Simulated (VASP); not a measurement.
SiO2, 6 atoms in the cell. The structure is tetragonal, space group I-42d (No. 122). The conventional cell has a = 4.651 Å, b = 4.651 Å, c = 7.335 Å, α = 90.00°, β = 90.00°, γ = 90.00°. Within 2.1 Å of Si (site symmetry -4) lie 4 O at 1.59 Å. O (site symmetry 2) has 2 Si at 1.59 Å within 2.1 Å. 

```yaml
Program: VASP 6.6.1
Task: electric field gradients
Functional: PBE
Potentials_or_basis: VASP PAW PBE potentials, release 64 (Si, O)
Cutoff: 520 eV
k_mesh: 7 × 7 × 7
Occupations: fermi-dirac, width 0.03 eV
Spin: no spin polarisation
Dipole_correction: no
Further_INCAR_settings: ALGO = Normal; EDIFF = 1e-08; NBANDS = 25
```

Potentials or basis: VASP PAW PBE potentials, release 64 (Si, O).

Run with:

```sh
$ cat potpaw_PBE.64/Si/POTCAR potpaw_PBE.64/O/POTCAR > POTCAR
$ mpirun -np 1 vasp_std > vasp.out
```

Hardware: 1 thread of Intel(R) Xeon(R) Platinum 8259CL CPU @ 2.50GHz (Skylake/Cascade Lake), with other jobs on the host.

Problem. How long does it take, and how much memory?

Solution. It took 85 s on 1 thread of Intel(R) Xeon(R) Platinum 8259CL CPU @ 2.50GHz (Skylake/Cascade Lake), on a shared host, peak memory 0.25 GiB. Counts: scf iterations 16, k points 40.
